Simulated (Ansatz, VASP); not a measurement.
LiAg3Cl3 in VASP and in Ansatz

```xyz
7
Lattice="5.7983 0.0000 0.0000 0.0000 3.3688 0.0000 -2.8992 0.0000 5.0215" Properties=species:S:1:pos:R:3 pbc="T T T"
Li    2.8995    1.6844    1.6737
Ag   -1.2354    1.6844    4.0610
Ag    1.2354    1.6844    4.0610
Ag    4.1346    0.0000    0.9606
Cl    0.0000    1.6844    1.9211
Cl    2.8992    0.0000    3.1004
Cl    1.6637    0.0000    0.9606
```

Alike in both runs: task single point; functional PBE; k mesh 3 × 6 × 3; occupations gaussian, width 0.1 eV; collinear spin.

|  | VASP | Ansatz |
| --- | --- | --- |
| version | VASP 6.6.1 | Ansatz 0.2.0 |
| potentials or method | VASP PAW PBE potentials, release 64 (Li_sv, Ag, Cl), cutoff 520 eV | scalar-relativistic, plane waves, PAW |
| valence electrons in the cell | 57 | 81 |

|  | VASP | Ansatz | Ansatz less VASP |
| --- | --- | --- | --- |
| gap on the k mesh at the Fermi level (eV) | none | none | - |
| rms of the force components (eV/Å) | 1.502 | 1.499 | -0.0032 |
| net moment per atom (μB) | 0.00 | 0.00 | 0.000 |

Atom by atom the forces differ by 0.010 eV/Å (rms over components). A gap of «none» marks a metal or a gap that the smearing closes. The functional is the same, so the differences come from potentials, cutoffs and numerics. VASP's potentials hold 57 valence electrons a cell and Ansatz's 81, so a difference there can come from the potentials and not from the codes. Ansatz's warnings: seeded moment not kept.

The k mesh is coarse, so the values compare programs but aren't converged. Noted on VASP's run: the cutoff is under 1.25 times that of the potentials, so the pressure is a little rough.
